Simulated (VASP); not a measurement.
Wanted: the native input for a VASP 6.6.1 run.

- Task: single point
- Functional: PBE
- Potentials or basis: VASP PAW PBE potentials, release 64 (Mg, Cd, S)
- Cutoff: 520 eV
- k mesh: 10 × 10 × 10
- Occupations: gaussian, width 0.02 eV
- Spin: no spin polarisation
- Dipole correction: no
- Further INCAR settings: ALGO = Normal; EDIFF = 1e-07; NBANDS = 31

The structure of MgCd2S3 lies in POSCAR:

```
MgCd2S3
1.0
   -2.0506683703      2.0506683703      8.6499845889
    2.0506683703     -2.0506683703      8.6499845889
    2.0506683703      2.0506683703     -8.6499845889
Mg Cd S
1 2 3
Direct
    0.0000000000      0.0000000000      0.0000000000
    0.3362374148      0.3362374148      0.0000000000
    0.6637625852      0.6637625852      0.0000000000
    0.2500000000      0.7500000000      0.5000000000
    0.5772885588      0.0772885588      0.5000000000
    0.9227114412      0.4227114412      0.5000000000
```

These files were run (other wordings do the same):

INCAR

```
SYSTEM = MgCd2S3
  PREC = Accurate
  ENCUT = 520
  EDIFF = 1E-7
  ISMEAR = 0
  SIGMA = 0.02
  LREAL = .FALSE.
  LASPH = .TRUE.
  NELM = 80
  ALGO = Normal
  ISIF = 2
  LWAVE = .FALSE.
  LCHARG = .FALSE.
  GGA = PE
  NBANDS = 31
```

KPOINTS

```
Automatic mesh
0
G
  10 10 10
  0 0 0
```

Potentials or basis: VASP PAW PBE potentials, release 64 (Mg, Cd, S).

Launch:

```console
$ cat potpaw_PBE.64/Mg/POTCAR potpaw_PBE.64/Cd/POTCAR potpaw_PBE.64/S/POTCAR > POTCAR
$ mpirun -np 1 vasp_std > vasp.out
```

Results of the run:

```
Pressure               : 1.9 GPa
Largest force          : 0.050 eV/Å
Band gap on the k mesh : 1.75 eV
```

It took 47 min on 1 thread of Intel Xeon 8259CL, with other jobs on the host, peak memory 0.93 GiB.
